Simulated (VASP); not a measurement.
# CsSnI3 in VASP: a series of runs

Runs on CsSnI3. Level: PBEsol. Tasks: single point.

Everything below comes from runs of VASP 6.6.1. Logs are shortened: lines on timing, memory, paths and dates and some standing lists are left out, and cuts for length are marked.

## 1. The cell of the first run

Symmetry: P4/mmm, No. 123, tetragonal system. Conventional cell: a = 6.454 Å, b = 6.454 Å, c = 6.702 Å, α = 90.00°, β = 90.00°, γ = 90.00°. Sn (site symmetry 4/mmm) has 6 I at 3.23 to 3.35 Å within 4.2 Å. Within 4.2 Å of I (site symmetry mmm) lie 2 Sn at 3.23 Å. Within 4.7 Å of I (site symmetry 4/mmm) lie 2 Sn at 3.35 Å and 4 Cs at 4.56 Å and 8 I at 4.65 Å.

## 2. Single point, PBEsol (strain +0.040 along x and y, +0.080 along z)

File INCAR:

```
PREC = Accurate
ENCUT = 520
EDIFF = 1E-6
ISMEAR = 0
SIGMA = 0.03
LREAL = False
LASPH = True
NELM = 80
ALGO = Normal
ISIF = 2
LWAVE = False
LCHARG = False
GGA = PS
NBANDS = 30
```

File KPOINTS:

```
Automatic mesh
0
Gamma
  6 6 6
```

File POSCAR:

```
CsSnI3
1.0
    6.4539280000      0.0000000000      0.0000000000
    0.0000000000      6.4539280000      0.0000000000
    0.0000000000      0.0000000000      6.7021560000
Cs Sn I
1 1 3
Direct
    0.0000000000      0.0000000000      0.0000000000
    0.5000000000      0.5000000000      0.5000000000
    0.0000000000      0.5000000000      0.5000000000
    0.5000000000      0.0000000000      0.5000000000
    0.5000000000      0.5000000000      0.0000000000
```

Potentials or basis: VASP PAW PBE potentials, release 64 (Cs_sv, Sn_d, I).

Command:

```
cat potpaw_PBE.64/Cs_sv/POTCAR potpaw_PBE.64/Sn_d/POTCAR potpaw_PBE.64/I/POTCAR > POTCAR
mpirun -np 1 vasp_std > vasp.out
```

OUTCAR:

```text
PREC = Accurate
   ENCUT = 520
   EDIFF = 1E-6
   ISMEAR = 0
   LREAL = False
   LASPH = True
   NELM = 80
   ISIF = 2
   GGA = PS

 ion  position               nearest neighbor table
   1  0.000  0.000  0.000-
   2  0.500  0.500  0.500-   3 3.23   4 3.23   4 3.23   3 3.23   5 3.35   5 3.35
   3  0.000  0.500  0.500-   2 3.23   2 3.23
   4  0.500  0.000  0.500-   2 3.23   2 3.23
   5  0.500  0.500  0.000-   2 3.35   2 3.35

  LATTYP: Found a simple tetragonal cell.
 ALAT       =     6.4539280000
 C/A-ratio  =     1.0384615385

  Lattice vectors:

 A1 = (   6.4539280000,   0.0000000000,   0.0000000000)
 A2 = (   0.0000000000,   6.4539280000,   0.0000000000)
 A3 = (   0.0000000000,   0.0000000000,   6.7021560000)

Analysis of symmetry for initial positions (statically):
=====================================================================
 Subroutine PRICEL returns:
 Original cell was already a primitive cell.

 Routine SETGRP: Setting up the symmetry group for a
 simple tetragonal supercell.

 Subroutine GETGRP returns: Found 16 space group operations
 (whereof 16 operations were pure point group operations)
 out of a pool of 16 trial point group operations.

The static configuration has the point symmetry D_4h.

Analysis of symmetry for dynamics (positions and initial velocities):
=====================================================================
 Subroutine PRICEL returns:
 Original cell was already a primitive cell.

 Routine SETGRP: Setting up the symmetry group for a
 simple tetragonal supercell.

 Subroutine GETGRP returns: Found 16 space group operations
 (whereof 16 operations were pure point group operations)
 out of a pool of 16 trial point group operations.

The dynamic configuration has the point symmetry D_4h.

 Subroutine INISYM returns: Found 16 space group operations
 (whereof 16 operations are pure point group operations),
 and found     1 'primitive' translations

----------------------------------------------------------------------------------------

                                     Primitive cell

  volume of cell :     279.1662

  direct lattice vectors                    reciprocal lattice vectors
     6.453928000  0.000000000  0.000000000     0.154944400  0.000000000  0.000000000
     0.000000000  6.453928000  0.000000000     0.000000000  0.154944400  0.000000000
     0.000000000  0.000000000  6.702156000     0.000000000  0.000000000  0.149205718

  length of vectors
     6.453928000  6.453928000  6.702156000     0.154944400  0.154944400  0.149205718

  position of ions in fractional coordinates (direct lattice)
     0.000000000  0.000000000  0.000000000
     0.500000000  0.500000000  0.500000000
     0.000000000  0.500000000  0.500000000
     0.500000000  0.000000000  0.500000000
     0.500000000  0.500000000  0.000000000

  ion indices of the primitive-cell ions
   primitive index   ion index
                 1           1
                 2           2
                 3           3
                 4           4
                 5           5

----------------------------------------------------------------------------------------

 KPOINTS: Automatic mesh

Automatic generation of k-mesh.
 Grid dimensions read from file:
 generate k-points for:    6    6    6

 Generating k-lattice:

  Cartesian coordinates                     Fractional coordinates (reciprocal lattice)
     0.025824067  0.000000000  0.000000000     0.166666667  0.000000000  0.000000000
     0.000000000  0.025824067  0.000000000     0.000000000  0.166666667  0.000000000
     0.000000000  0.000000000  0.024867620     0.000000000  0.000000000  0.166666667

  Length of vectors
     0.025824067  0.025824067  0.024867620

  Shift w.r.t. Gamma in fractional coordinates (k-lattice)
     0.000000000  0.000000000  0.000000000

 Subroutine IBZKPT returns following result:
 ===========================================

 Found     40 irreducible k-points:

 Following reciprocal coordinates:
            Coordinates               Weight
  0.000000  0.000000  0.000000      1.000000
  0.166667  0.000000  0.000000      4.000000
  0.333333  0.000000  0.000000      4.000000
  0.500000  0.000000  0.000000      2.000000
  0.166667  0.166667  0.000000      4.000000
  0.333333  0.166667  0.000000      8.000000
[... 16 lines left out ...]
  0.333333  0.000000  0.333333      8.000000
  0.500000  0.000000  0.333333      4.000000
 [... further k-points ...]
   k-points           NKPTS =     40   k-points in BZ     NKDIM =     40   number of bands    NBANDS=     30
   number of dos      NEDOS =    301   number of ions     NIONS =      5
   total plane-waves  NPLWV = 115200
   dimension x,y,z NGX =    48 NGY =   48 NGZ =   50
   dimension x,y,z NGXF=    96 NGYF=   96 NGZF=  100
   ions per type =               1   1   3
   NGX,Y,Z   is equivalent  to a cutoff of  12.36, 12.36, 12.40 a.u.
   NGXF,Y,Z  is equivalent  to a cutoff of  24.73, 24.73, 24.80 a.u.
 SYSTEM =  unknown system
   PREC   = accura    normal or accurate (medium, high low for compatibility)
   ISTART =      0    job   : 0-new  1-cont  2-samecut
   ICHARG =      2    charge: 1-file 2-atom 10-const
   ISPIN  =      1    spin polarized calculation?
   LNONCOLLINEAR =      F non collinear calculations
   LSORBIT =      F    spin-orbit coupling
   LASPH  =      T    aspherical Exc in radial PAW
   ENCUT  =  520.0 eV  38.22 Ry    6.18 a.u.  12.00 12.00 12.46*2*pi/ulx,y,z
   NELM   =     80;   NELMIN=  2; NELMDL= -5     # of ELM steps
   EDIFF  = 0.1E-05   stopping-criterion for ELM
   LREAL  =      F    real-space projection
   EDIFFG = 0.1E-04   stopping-criterion for IOM
   NSW    =      0    number of steps for IOM
   IBRION =     -1    ionic relax: 0-MD 1-quasi-New 2-CG
   NFREE  =      0    steps in history (QN), initial steepest desc. (CG)
   ISIF   =      2    stress and relaxation
   ISYM   =      2    0-nonsym 1-usesym 2-fastsym
   POTIM  = 0.5000    time-step for ionic-motion
   TEBEG  =    0.0;   TEEND  =   0.0 temperature during run
   PSTRESS=    0.0 pullay stress
   NELECT =      44.0000    total number of electrons
   NUPDOWN=      -1.0000    fix difference up-down
   EMIN   =  10.00;   EMAX   =-10.00  energy-range for DOS
   EFERMI =   0.00;   METHOD = LEGACY
   ISMEAR =     0;   SIGMA  =   0.03  broadening in eV -4-tet -1-fermi 0-gaus
   EFERMI_NEDOS =   21; number of points for ismear=-14 and -15
   IALGO  =     38    algorithm
   IMIX   =      4    mixing-type and parameters
     AMIX     =   0.40;   BMIX     =  1.00
     AMIX_MAG =   1.60;   BMIX_MAG =  1.00
  volume/ion in A,a.u.               =      55.83       376.78
  Fermi-wavevector in a.u.,A,eV,Ry     =   0.884311  1.671105 10.639826  0.782005
  Thomas-Fermi vector in A             =   2.005194
   LORBIT       =      0    0 simple, 1 ext, 2 COOP (PROOUT), +10 PAW based schemes
   GGA     = PS    functional components
   LHFCALC =     F    Hartree Fock is set to
   AEXX    =    0.0000 exact exchange contribution
   IVDW    =     0    specifies the selected vdW correction
   LEPSILON=     F    determine dielectric tensor
   LRPA    =     F    only Hartree local field effects (RPA)
 non-spin polarized calculation
 Gauss-broadening in eV      SIGMA  =   0.03
  energy-cutoff  :      520.00
  volume of cell :      279.17
 maximum number of plane-waves:      7560
   NGX = 25   NGY = 25   NGZ = 25

 number of electron      44.0000024 magnetization

 Free energy of the ion-electron system (eV)
  ---------------------------------------------------
  ext. energy  EPLUGINS =         0.00000000
  ---------------------------------------------------
  free energy    TOTEN  =       -14.67525424 eV

  energy without entropy =      -14.67525424  energy(sigma->0) =      -14.67525424

 E-fermi :   1.1699     XC(G=0):  -7.0449

 val. band max:        1.0179212529   @ k =   0.5000   0.5000   0.5000
 cond. band min:       1.7426316601   @ k =   0.5000   0.5000   0.5000
 fundamental gap:      0.7247104072
 Fermi energy:         1.1698922073

 k-point     1 :       0.0000    0.0000    0.0000
  band No.  band energies     occupation
      1     -20.6935      2.00000
      2     -20.5822      2.00000
      3     -20.5744      2.00000
      4     -20.5744      2.00000
      5     -20.5717      2.00000
      6     -20.5629      2.00000
[... 22 lines left out ...]
     29       5.3921      0.00000
     30       5.6012      0.00000

 k-point     2 :       0.1667    0.0000    0.0000
  band No.  band energies     occupation
      1     -20.6935      2.00000
      2     -20.5821      2.00000
      3     -20.5744      2.00000
      4     -20.5744      2.00000
      5     -20.5716      2.00000
      6     -20.5629      2.00000
[... 22 lines left out ...]
     29       5.3996      0.00000
     30       5.5766      0.00000

 k-point     3 :       0.3333    0.0000    0.0000
  band No.  band energies     occupation
      1     -20.6934      2.00000
      2     -20.5821      2.00000
      3     -20.5744      2.00000
      4     -20.5744      2.00000
      5     -20.5713      2.00000
      6     -20.5630      2.00000
[... 22 lines left out ...]
     29       5.6856      0.00000
     30       6.1456      0.00000

 k-point     4 :       0.5000    0.0000    0.0000
  band No.  band energies     occupation
      1     -20.6934      2.00000
      2     -20.5820      2.00000
      3     -20.5744      2.00000
      4     -20.5744      2.00000
      5     -20.5711      2.00000
      6     -20.5630      2.00000
[... 22 lines left out ...]
     29       5.9844      0.00000
     30       6.1324      0.00000

 k-point     5 :       0.1667    0.1667    0.0000
  band No.  band energies     occupation
      1     -20.6935      2.00000
      2     -20.5821      2.00000
      3     -20.5744      2.00000
      4     -20.5744      2.00000
      5     -20.5714      2.00000
      6     -20.5629      2.00000
[... 22 lines left out ...]
     29       5.5904      0.00000
     30       5.6925      0.00000
[... 526 lines left out ...]
     29       5.6960      0.00000
     30       6.1348      0.00000

 k-point    22 :       0.1667    0.0000    0.3333
  band No.  band energies     occupation
      1     -20.6934      2.00000
      2     -20.5819      2.00000
      3     -20.5744      2.00000
      4     -20.5744      2.00000
      5     -20.5716      2.00000
      6     -20.5629      2.00000
[... 22 lines left out ...]
     29       5.9162      0.00000
     30       6.1695      0.00000

 k-point    23 :       0.3333    0.0000    0.3333
  band No.  band energies     occupation
      1     -20.6934      2.00000
      2     -20.5818      2.00000
      3     -20.5744      2.00000
      4     -20.5744      2.00000
      5     -20.5713      2.00000
      6     -20.5630      2.00000
[... 22 lines left out ...]
     29       6.2611      0.00000
     30       6.3849      0.00000

 k-point    24 :       0.5000    0.0000    0.3333
  band No.  band energies     occupation
      1     -20.6933      2.00000
      2     -20.5817      2.00000
      3     -20.5744      2.00000
      4     -20.5744      2.00000
      5     -20.5711      2.00000
      6     -20.5630      2.00000
[... 22 lines left out ...]
     29       6.3844      0.00000
     30       6.5540      0.00000

 [... further k-points ...]
[... 5 lines left out ...]
  --------------------------------------------------------------------------------------
  -------------------------------------------------------------------------------------
  Total       -3.5030012     -3.5030012     -4.4431170      0.0000000     -0.0000000      0.0000000
  in kB      -20.1042606    -20.1042606    -25.4997290      0.0000000     -0.0000000      0.0000000
  external PRESSURE =     -21.9027501 kB  Pullay stress =       0.0000000 kB

 VOLUME and BASIS-vectors are now :
 -----------------------------------------------------------------------------
  energy-cutoff  :      520.00
  volume of cell :      279.17
      direct lattice vectors                 reciprocal lattice vectors
     6.453928000  0.000000000  0.000000000     0.154944400  0.000000000  0.000000000
     0.000000000  6.453928000  0.000000000     0.000000000  0.154944400  0.000000000
     0.000000000  0.000000000  6.702156000     0.000000000  0.000000000  0.149205718

 POSITION                                       TOTAL-FORCE (eV/Angst)
 -----------------------------------------------------------------------------------
      0.00000      0.00000      0.00000         0.000000      0.000000      0.000000
      3.22696      3.22696      3.35108         0.000000      0.000000      0.000000
      0.00000      3.22696      3.35108         0.000000      0.000000      0.000000
      3.22696      0.00000      3.35108         0.000000      0.000000      0.000000
      3.22696      3.22696      0.00000         0.000000      0.000000      0.000000
 -----------------------------------------------------------------------------------
    total drift:                                0.000000     -0.000000     -0.000000

  FREE ENERGIE OF THE ION-ELECTRON SYSTEM (eV)
  ---------------------------------------------------
  free  energy   TOTEN  =       -14.6752542395 eV

  energy  without entropy=      -14.6752542395  energy(sigma->0) =      -14.67525424
```

Wall time 3.4 min (1 thread of AMD EPYC 7R43 (Zen 3), shared host); peak memory 0.49 GiB.

What came out:

```yaml
Free_energy: -14.6753 eV
Pressure: -2.2 GPa
Band_gap_on_the_k_mesh: 0.72 eV
```

Levels at points of the mesh, in eV from the valence-band top:
| k point | band 20 | band 21 | band 22 | band 23 | band 24 | band 25 |
| --- | --- | --- | --- | --- | --- | --- |
| (0.00, 0.00, 0.00) | -1.33 | -1.33 | -1.31 | 2.77 | 3.96 | 3.99 |
| (0.50, 0.00, 0.00) | -1.39 | -1.39 | -1.02 | 1.50 | 3.75 | 4.14 |
| (0.50, 0.50, 0.00) | -1.66 | -0.94 | -0.42 | 1.18 | 1.18 | 3.51 |
| (0.00, 0.00, 0.50) | -1.39 | -1.39 | -1.17 | 1.47 | 4.00 | 4.38 |
| (0.50, 0.00, 0.50) | -1.58 | -1.00 | -0.58 | 1.15 | 1.28 | 4.12 |
| (0.50, 0.50, 0.50) | -0.98 | -0.94 | 0.00 | 0.72 | 0.89 | 0.89 |

Caveat: the cell differs from its parent crystal (strain +0.040 along x and y, +0.080 along z); the PAW data sets were made with another functional, which shifts forces and pressure a little; spin-orbit coupling is left out, which moves the levels of the heavy elements.

[end of part 1 of 3]
